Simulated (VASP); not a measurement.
Crystal: TiO2.

```xyz
6
Lattice="4.5968 0.0000 0.0000 0.0000 4.5968 0.0000 0.0000 0.0000 2.9535" Properties=species:S:1:pos:R:3 pbc="T T T"
Ti    2.2984    2.2984    0.0000
Ti    0.0000    0.0000    1.4768
O     3.1964    3.1964    1.4768
O     3.6988    0.8980    0.0000
O     0.8980    3.6988    0.0000
O     1.4004    1.4004    1.4768
```

Base run:

* Program: VASP 6.6.1
* Functional: r2SCAN
* Potentials or basis: VASP PAW PBE potentials, release 64 (Ti_sv, O)
* Cutoff: 520 eV
* k mesh: 6 × 6 × 8
* Occupations: gaussian, width 0.01 eV
* Spin: no spin polarisation

Its results: band gap on the k mesh 2.23 eV; pressure 1.3 GPa; largest force 0.038 eV/Å.

Q: The run is repeated on the same cell with these changes: functional from r2SCAN to PBE; occupations from gaussian, width 0.01 eV to fermi-dirac, width 0.02 eV. What comes out?

A: Band gap on the k mesh 1.86 eV; pressure 5.9 GPa; largest force 0.082 eV/Å.

Caveats: the PAW data sets were made with another functional, which shifts forces and pressure a little (at least some runs); the cell stands under pressure (at least some runs).

A k mesh can miss the band edges.
